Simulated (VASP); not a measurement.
A run of VASP 6.6.1 is set up as follows.

Contents of POSCAR:

```
Ir
1.0
    2.5725744361      0.0000000000      0.0000000000
    0.0000000000      2.5725744361      0.0000000000
    0.0000000000      0.0000000000      2.5725744361
Ir
1
Direct
    0.0000000000      0.0000000000      0.0000000000
```

INCAR.step1

```
PREC = Accurate ; ENCUT = 520
EDIFF = 1E-5 ; ISMEAR = -1
SIGMA = 0.1 ; LREAL = False
LASPH = True ; NELM = 100
ALGO = Normal ; ISIF = 2
LWAVE = True ; GGA = PE
NBANDS = 10
```

The input INCAR.step2:

```
PREC = Accurate ; ENCUT = 520
EDIFF = 1E-7 ; ISMEAR = -1
SIGMA = 0.1 ; LREAL = False
LASPH = True ; NELM = 100
ALGO = Normal ; ISIF = 2
LWAVE = False ; LCHARG = True
GGA = PE ; LHFCALC = True
HFSCREEN = 0.2079 ; PRECFOCK = Normal
LELF = True ; LVHAR = True
ISTART = 1 ; NBANDS = 10
```

Contents of KPOINTS:

```
Automatic mesh
0
Gamma
  6 6 6
```

Potentials or basis: VASP PAW PBE potentials, release 64 (Ir).

Run with:

```bash
$ cat potpaw_PBE.64/Ir/POTCAR > POTCAR
$ cp INCAR.step1 INCAR
$ mpirun -np 1 vasp_std > vasp.out
$ cp INCAR.step2 INCAR
$ mpirun -np 1 vasp_std > vasp.out
```

(1) What does it give for the band gap on the k mesh?

(2) What does it give for the pressure?

Results:

(1) zero (an odd number of electrons rules out a gap without spin polarisation).

(2) -6.5 GPa.

Caveat: the k points lie up to 0.41 Å⁻¹ apart, too coarse for converged energies and pressures of a metal; the PAW data sets were made with another functional, which shifts forces and pressure a little; spin-orbit coupling is left out, which moves the levels of the heavy elements.
